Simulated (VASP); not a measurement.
**C: single point with PBE**

Crystal: C.

```
C
1.0
    -1.47592    1.47592    1.83093
     1.47592   -1.47592    1.83093
     1.47592    1.47592   -1.83093
C
3
Direct
  0.50000 0.00000 0.50000
  0.00000 0.50000 0.50000
  0.00000 0.00000 0.00000
```

| Quantity | Value |
| --- | --- |
| Program | VASP 6.6.1 |
| Task | single point |
| Functional | PBE |
| Potentials or basis | VASP PAW PBE potentials, release 64 (C) |
| Cutoff | 520 eV |
| k mesh | 8 × 8 × 8 |
| Occupations | gaussian, width 0.1 eV |
| Spin | no spin polarisation |

```
Pressure               : 69.2 GPa
Band gap on the k mesh : zero (band 6 reaches 13.38 eV, above the bottom of band 7 at 10.80 eV)
```

Stress tensor (GPa, compression positive):
```
82.74  0.00  0.00
 0.00 82.74  0.00
 0.00  0.00 42.00
```

Levels at points of the mesh, in eV from the Fermi level:
| k point | band 4 | band 5 | band 6 | band 7 | band 8 | band 9 |
| --- | --- | --- | --- | --- | --- | --- |
| (0.00, 0.00, 0.00) | -4.45 | -0.63 | -0.38 | 1.57 | 1.57 | 3.50 |
| (0.50, 0.00, 0.00) | -5.15 | -3.40 | -1.89 | -0.91 | 2.72 | 7.16 |
| (0.50, 0.50, 0.00) | -7.67 | -7.02 | -3.43 | 3.03 | 7.37 | 9.06 |
| (0.50, 0.50, 0.50) | -12.66 | -9.59 | -1.92 | 3.63 | 3.63 | 7.03 |

Wall time 6.4 s on 1 thread of Intel(R) Xeon(R) Platinum 8488C (Sapphire Rapids), on a shared host, peak memory 0.13 GiB.

Caveat: the k points lie up to 0.38 Å⁻¹ apart.
